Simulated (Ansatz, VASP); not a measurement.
Hf2S: VASP beside Ansatz

```
Hf S
1.0
     3.31919    0.00000    0.00000
    -1.65960    2.87450    0.00000
     0.00000    0.00000   11.56312
Hf S
4 2
Direct
  0.66667 0.33333 0.89875
  0.33333 0.66667 0.39875
  0.66667 0.33333 0.60125
  0.33333 0.66667 0.10125
  0.00000 0.00000 0.75000
  0.00000 0.00000 0.25000
```

Alike in both runs: functional LDA; k mesh 12 × 12 × 4; occupations gaussian, width 0.1 eV; no spin polarisation.

Ansatz relaxed the structure, and its values are those at the end. VASP's run is a single point on that final structure, the one shown.

|  | VASP | Ansatz |
| --- | --- | --- |
| version | VASP 6.6.1 | Ansatz 0.2.0 |
| potentials or method | VASP PAW LDA potentials, release 64 (Hf_pv, S), cutoff 520 eV | scalar-relativistic, plane waves, PAW |
| valence electrons in the cell | 52 | 116 |

Ansatz gave:

- gap on the k mesh at the Fermi level (eV): none
- pressure (GPa): 0.0
- rms of the force components (eV/Å): 0.002

Question: Estimate VASP's values.

Answer: gap on the k mesh at the Fermi level (eV): none; pressure (GPa): 0.0; rms of the force components (eV/Å): 0.014.

LDA's correlation is that of Perdew and Zunger in VASP and of Perdew and Wang (1992) in Ansatz. A gap of «none» marks a metal or a gap that the smearing closes. VASP's potentials hold 52 valence electrons a cell and Ansatz's 116, so a difference there can come from the potentials and not from the codes.

Spin-orbit coupling is off throughout.
